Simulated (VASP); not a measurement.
# GaN (P6_3mc) in VASP: single point with PBE

Aim: the single point of GaN with PBE.

Everything below comes from runs of VASP 6.6.1. Logs are shortened: lines on timing, memory, paths and dates and some standing lists are left out, and cuts for length are marked.

### 1 The cell of the first run

Symmetry: P6_3mc, No. 186, hexagonal system. The conventional cell has a = 3.180 Å, b = 3.180 Å, c = 5.166 Å, α = 90.00°, β = 90.00°, γ = 120.00°. Within 2.6 Å of Ga (site symmetry 3m) lie 4 N at 1.94 to 1.95 Å. Within 2.6 Å of N (site symmetry 3m) lie 4 Ga at 1.94 to 1.95 Å.

### 2 Single point, PBE

The input, INCAR:

```
  ALGO = Normal
  EDIFF = 1E-6
  ENCUT = 600
  GGA = PE
  GGA_COMPAT = False
  ISIF = 2
  ISMEAR = 0
  LASPH = True
  LCHARG = False
  LREAL = False
  LWAVE = False
  NBANDS = 86
  NELM = 120
  PREC = Accurate
  SIGMA = 0.02
```

The input, KPOINTS:

```
k-points
0
Gamma
  3 3 2
```

The input, POSCAR:

```
GaN
1.0
    6.3600002494      0.0000000000      0.0000000000
   -3.1800001247      5.5079217840      0.0000000000
    0.0000000000      0.0000000000      5.1660000000
Ga N
8 8
Direct
    0.1666666667      0.3333333333      0.0000000000
    0.3333333333      0.1666666667      0.5000000000
    0.1666666667      0.8333333333      0.0000000000
    0.3333333333      0.6666666667      0.5000000000
    0.6666666667      0.3333333333      0.0000000000
    0.8333333333      0.1666666667      0.5000000000
    0.6666666667      0.8333333333      0.0000000000
    0.8333333333      0.6666666667      0.5000000000
    0.1666666667      0.3333333333      0.3750000000
    0.3333333333      0.1666666667      0.8750000000
    0.1666666667      0.8333333333      0.3750000000
    0.3333333333      0.6666666667      0.8750000000
    0.6666666667      0.3333333333      0.3750000000
    0.8333333333      0.1666666667      0.8750000000
    0.6666666667      0.8333333333      0.3750000000
    0.8333333333      0.6666666667      0.8750000000
```

Potentials or basis: VASP PAW PBE potentials, release 64 (Ga_d, N).

On the command line:

```bash
> cat potpaw_PBE.64/Ga_d/POTCAR potpaw_PBE.64/N/POTCAR > POTCAR
> mpirun -np 1 vasp_std > vasp.out
```

OUTCAR:

```text
EDIFF = 1E-6
   ENCUT = 600
   GGA = PE
   ISIF = 2
   ISMEAR = 0
   LASPH = True
   LREAL = False
   NELM = 120
   PREC = Accurate

 ion  position               nearest neighbor table
   1  0.167  0.333  0.000-   9 1.94  10 1.95  12 1.95  14 1.95
   2  0.333  0.167  0.500-  10 1.94   9 1.95  11 1.95  13 1.95
   3  0.167  0.833  0.000-  11 1.94  12 1.95  10 1.95  16 1.95
   4  0.333  0.667  0.500-  12 1.94  11 1.95   9 1.95  15 1.95
   5  0.667  0.333  0.000-  13 1.94  14 1.95  16 1.95  10 1.95
   6  0.833  0.167  0.500-  14 1.94  13 1.95  15 1.95   9 1.95
[... 8 lines left out ...]
  15  0.667  0.833  0.375-   7 1.94   8 1.95   6 1.95   4 1.95
  16  0.833  0.667  0.875-   8 1.94   7 1.95   5 1.95   3 1.95

  LATTYP: Found a hexagonal cell.
 ALAT       =     6.3600002494
 C/A-ratio  =     0.8122641191

  Lattice vectors:

 A1 = (   6.3600002494,   0.0000000000,   0.0000000000)
 A2 = (  -3.1800001247,   5.5079217840,   0.0000000000)
 A3 = (   0.0000000000,   0.0000000000,   5.1660000000)

Analysis of symmetry for initial positions (statically):
=====================================================================
 Subroutine PRICEL returns following result:

  LATTYP: Found a hexagonal cell.
 ALAT       =     3.1800001247
 C/A-ratio  =     1.6245282382

  Lattice vectors:

 A1 = (   3.1800001247,   0.0000000000,   0.0000000000)
 A2 = (  -1.5900000623,   2.7539608920,   0.0000000000)
 A3 = (   0.0000000000,   0.0000000000,   5.1660000000)

   4 primitive cells build up your supercell.

 Routine SETGRP: Setting up the symmetry group for a
 hexagonal supercell.

 Subroutine GETGRP returns: Found 12 space group operations
 (whereof  6 operations were pure point group operations)
 out of a pool of 24 trial point group operations.

The static configuration has the point symmetry C_3v.
 The point group associated with its full space group is C_6v.

Analysis of symmetry for dynamics (positions and initial velocities):
=====================================================================
 Subroutine PRICEL returns following result:

  LATTYP: Found a hexagonal cell.
 ALAT       =     3.1800001247
 C/A-ratio  =     1.6245282382

  Lattice vectors:

 A1 = (   3.1800001247,   0.0000000000,   0.0000000000)
 A2 = (  -1.5900000623,   2.7539608920,   0.0000000000)
 A3 = (   0.0000000000,   0.0000000000,   5.1660000000)

   4 primitive cells build up your supercell.

 Routine SETGRP: Setting up the symmetry group for a
 hexagonal supercell.

 Subroutine GETGRP returns: Found 12 space group operations
 (whereof  6 operations were pure point group operations)
 out of a pool of 24 trial point group operations.

The dynamic configuration has the point symmetry C_3v.
 The point group associated with its full space group is C_6v.

 Subroutine INISYM returns: Found 12 space group operations
 (whereof  6 operations are pure point group operations),
 and found     4 'primitive' translations

----------------------------------------------------------------------------------------

                                     Primitive cell

  volume of cell :      45.2417

  direct lattice vectors                    reciprocal lattice vectors
     3.180000125  0.000000000  0.000000000     0.314465396  0.181556681  0.000000000
    -1.590000062  2.753960892  0.000000000     0.000000000  0.363113363  0.000000000
     0.000000000  0.000000000  5.166000000     0.000000000  0.000000000  0.193573364

  length of vectors
     3.180000125  3.180000125  5.166000000     0.363113363  0.363113363  0.193573364

  position of ions in fractional coordinates (direct lattice)
     0.333333333  0.666666667  0.000000000
     0.666666667  0.333333333  0.500000000
     0.333333333  0.666666667  0.375000000
     0.666666667  0.333333333  0.875000000

  ion indices of the primitive-cell ions
   primitive index   ion index
                 1           1
                 2           2
                 3           9
                 4          10

----------------------------------------------------------------------------------------

 KPOINTS: k-points

Automatic generation of k-mesh.
 Grid dimensions read from file:
 generate k-points for:    3    3    2

 Generating k-lattice:

  Cartesian coordinates                     Fractional coordinates (reciprocal lattice)
     0.052410899  0.030259447  0.000000000     0.333333333  0.000000000  0.000000000
     0.000000000  0.060518894  0.000000000     0.000000000  0.333333333  0.000000000
     0.000000000  0.000000000  0.096786682     0.000000000  0.000000000  0.500000000

  Length of vectors
     0.060518894  0.060518894  0.096786682

  Shift w.r.t. Gamma in fractional coordinates (k-lattice)
     0.000000000  0.000000000  0.000000000

 Subroutine IBZKPT returns following result:
 ===========================================

 Found      6 irreducible k-points:

 Following reciprocal coordinates:
            Coordinates               Weight
  0.000000  0.000000  0.000000      1.000000
  0.333333  0.000000  0.000000      6.000000
  0.333333  0.333333  0.000000      2.000000
  0.000000  0.000000  0.500000      1.000000
  0.333333  0.000000  0.500000      6.000000
  0.333333  0.333333  0.500000      2.000000
   k-points           NKPTS =      6   k-points in BZ     NKDIM =      6   number of bands    NBANDS=     86
   number of dos      NEDOS =    301   number of ions     NIONS =     16
   total plane-waves  NPLWV = 122472
   dimension x,y,z NGX =    54 NGY =   54 NGZ =   42
   dimension x,y,z NGXF=   108 NGYF=  108 NGZF=   84
   ions per type =               8   8
   NGX,Y,Z   is equivalent  to a cutoff of  14.12, 14.12, 13.52 a.u.
   NGXF,Y,Z  is equivalent  to a cutoff of  28.23, 28.23, 27.03 a.u.
 SYSTEM =  unknown system
   PREC   = accura    normal or accurate (medium, high low for compatibility)
   ISTART =      0    job   : 0-new  1-cont  2-samecut
   ICHARG =      2    charge: 1-file 2-atom 10-const
   ISPIN  =      1    spin polarized calculation?
   LNONCOLLINEAR =      F non collinear calculations
   LSORBIT =      F    spin-orbit coupling
   LASPH  =      T    aspherical Exc in radial PAW
   ENCUT  =  600.0 eV  44.10 Ry    6.64 a.u.  12.70 12.70 10.32*2*pi/ulx,y,z
   NELM   =    120;   NELMIN=  2; NELMDL= -5     # of ELM steps
   EDIFF  = 0.1E-05   stopping-criterion for ELM
   LREAL  =      F    real-space projection
   EDIFFG = 0.1E-04   stopping-criterion for IOM
   NSW    =      0    number of steps for IOM
   IBRION =     -1    ionic relax: 0-MD 1-quasi-New 2-CG
   NFREE  =      0    steps in history (QN), initial steepest desc. (CG)
   ISIF   =      2    stress and relaxation
   ISYM   =      2    0-nonsym 1-usesym 2-fastsym
   POTIM  = 0.5000    time-step for ionic-motion
   TEBEG  =    0.0;   TEEND  =   0.0 temperature during run
   PSTRESS=    0.0 pullay stress
   NELECT =     144.0000    total number of electrons
   NUPDOWN=      -1.0000    fix difference up-down
   EMIN   =  10.00;   EMAX   =-10.00  energy-range for DOS
   EFERMI =   0.00;   METHOD = LEGACY
   ISMEAR =     0;   SIGMA  =   0.02  broadening in eV -4-tet -1-fermi 0-gaus
   EFERMI_NEDOS =   21; number of points for ismear=-14 and -15
   IALGO  =     38    algorithm
   IMIX   =      4    mixing-type and parameters
     AMIX     =   0.40;   BMIX     =  1.00
     AMIX_MAG =   1.60;   BMIX_MAG =  1.00
  volume/ion in A,a.u.               =      11.31        76.33
  Fermi-wavevector in a.u.,A,eV,Ry     =   1.517036  2.866782 31.312425  2.301398
  Thomas-Fermi vector in A             =   2.626345
   LORBIT       =      0    0 simple, 1 ext, 2 COOP (PROOUT), +10 PAW based schemes
   GGA     = PE    functional components
   LHFCALC =     F    Hartree Fock is set to
   AEXX    =    0.0000 exact exchange contribution
   IVDW    =     0    specifies the selected vdW correction
   LEPSILON=     F    determine dielectric tensor
   LRPA    =     F    only Hartree local field effects (RPA)
 non-spin polarized calculation
 Gauss-broadening in eV      SIGMA  =   0.02
  energy-cutoff  :      600.00
  volume of cell :      180.97
 maximum number of plane-waves:      6046
 NGX is ok and might be reduce to    54
   NGX = 25   NGY = 25   NGZ = 21

 number of electron     144.0000032 magnetization

 Free energy of the ion-electron system (eV)
  ---------------------------------------------------
  ext. energy  EPLUGINS =         0.00000000
  ---------------------------------------------------
  free energy    TOTEN  =       -97.13351780 eV

  energy without entropy =      -97.13351780  energy(sigma->0) =      -97.13351780

 E-fermi :   5.5898     XC(G=0): -11.7218

 val. band max:        5.4337907210   @ k =   0.0000   0.0000   0.0000
 cond. band min:       7.4062813541   @ k =   0.0000   0.0000   0.0000
 fundamental gap:      1.9724906331
 Fermi energy:         5.5898444430

 k-point     1 :       0.0000    0.0000    0.0000
  band No.  band energies     occupation
      1     -10.6372      2.00000
      2      -9.6981      2.00000
      3      -9.6981      2.00000
      4      -9.6981      2.00000
      5      -9.6774      2.00000
      6      -9.5087      2.00000
[... 76 lines left out ...]
     83      11.5096      0.00000
     84      14.1029      0.00000

 k-point     2 :       0.3333    0.0000    0.0000
  band No.  band energies     occupation
      1     -10.3779      2.00000
      2      -9.8932      2.00000
      3      -9.6880      2.00000
      4      -9.6880      2.00000
      5      -9.6154      2.00000
      6      -9.5310      2.00000
[... 76 lines left out ...]
     83      12.2550      0.00000
     84      13.6247      0.00000

 k-point     3 :       0.3333    0.3333    0.0000
  band No.  band energies     occupation
      1     -10.0047      2.00000
      2     -10.0047      2.00000
      3     -10.0047      2.00000
      4      -9.5537      2.00000
      5      -9.5537      2.00000
      6      -9.5475      2.00000
[... 76 lines left out ...]
     83      13.1149      0.00000
     84      13.1149      0.00000

 k-point     4 :       0.0000    0.0000    0.5000
  band No.  band energies     occupation
      1     -10.0533      2.00000
      2     -10.0533      2.00000
      3      -9.5498      2.00000
      4      -9.5498      2.00000
      5      -9.5498      2.00000
      6      -9.5498      2.00000
[... 76 lines left out ...]
     83      13.2751      0.00000
     84      13.2751      0.00000

 k-point     5 :       0.3333    0.0000    0.5000
  band No.  band energies     occupation
      1      -9.8915      2.00000
      2      -9.8915      2.00000
      3      -9.6368      2.00000
      4      -9.6368      2.00000
      5      -9.5455      2.00000
      6      -9.5455      2.00000
[... 76 lines left out ...]
     83      13.2942      0.00000
     84      13.2984      0.00000

 k-point     6 :       0.3333    0.3333    0.5000
  band No.  band energies     occupation
      1      -9.6895      2.00000
      2      -9.6895      2.00000
      3      -9.6895      2.00000
      4      -9.6895      2.00000
      5      -9.6895      2.00000
      6      -9.6895      2.00000
[... 76 lines left out ...]
     83      13.1365      0.00000
     84      13.1365      0.00000
 [bands above 84 left out]

------------------------ aborting loop because EDIFF is reached ----------------------------------------

  FORCE on cell =-STRESS in cart. coord.  units (eV):
  Direction    XX          YY          ZZ          XY          YZ          ZX
  --------------------------------------------------------------------------------------
  -------------------------------------------------------------------------------------
  Total        7.1319356      7.1319356      9.6518176      0.0000000      0.0000000      0.0000000
  in kB       63.1420529     63.1420529     85.4516375      0.0000000      0.0000000      0.0000000
  external PRESSURE =      70.5785811 kB  Pullay stress =       0.0000000 kB

 VOLUME and BASIS-vectors are now :
 -----------------------------------------------------------------------------
  energy-cutoff  :      600.00
  volume of cell :      180.97
      direct lattice vectors                 reciprocal lattice vectors
     6.360000249  0.000000000  0.000000000     0.157232698  0.090778341  0.000000000
    -3.180000125  5.507921784  0.000000000     0.000000000  0.181556681  0.000000000
     0.000000000  0.000000000  5.166000000     0.000000000  0.000000000  0.193573364

 POSITION                                       TOTAL-FORCE (eV/Angst)
 -----------------------------------------------------------------------------------
      0.00000      1.83597      0.00000         0.000000      0.000000     -0.132011
      1.59000      0.91799      2.58300        -0.000000      0.000000     -0.132011
     -1.59000      4.58993      0.00000        -0.000000      0.000000     -0.132011
     -0.00000      3.67195      2.58300         0.000000      0.000000     -0.132011
      3.18000      1.83597      0.00000         0.000000      0.000000     -0.132011
      4.77000      0.91799      2.58300        -0.000000     -0.000000     -0.132011
[... 8 lines left out ...]
      1.59000      4.58993      1.93725         0.000000     -0.000000      0.132011
      3.18000      3.67195      4.52025        -0.000000     -0.000000      0.132011
 -----------------------------------------------------------------------------------
    total drift:                                0.000000     -0.000000     -0.000640

  FREE ENERGIE OF THE ION-ELECTRON SYSTEM (eV)
  ---------------------------------------------------
  free  energy   TOTEN  =       -97.1335177952 eV

  energy  without entropy=      -97.1335177952  energy(sigma->0) =      -97.13351780
```

Wall time 3.1 min (1 thread of Intel Xeon Platinum 8259CL at 2.50GHz (Skylake/Cascade Lake), shared host); peak memory 0.37 GiB.

What came out:

- Free energy: -97.1335 eV
- Pressure: 7.1 GPa
- Largest force: 0.132 eV/Å
- Band gap on the k mesh: 1.97 eV

Forces on the atoms (eV/Å):
```
Ga   0.000  0.000 -0.132
Ga   0.000  0.000 -0.132
Ga   0.000  0.000 -0.132
Ga   0.000  0.000 -0.132
Ga   0.000  0.000 -0.132
Ga   0.000  0.000 -0.132
Ga   0.000  0.000 -0.132
Ga   0.000  0.000 -0.132
N    0.000  0.000  0.132
N    0.000  0.000  0.132
N    0.000  0.000  0.132
N    0.000  0.000  0.132
N    0.000  0.000  0.132
N    0.000  0.000  0.132
N    0.000  0.000  0.132
N    0.000  0.000  0.132
```

Caveat: the k points lie up to 0.61 Å⁻¹ apart.
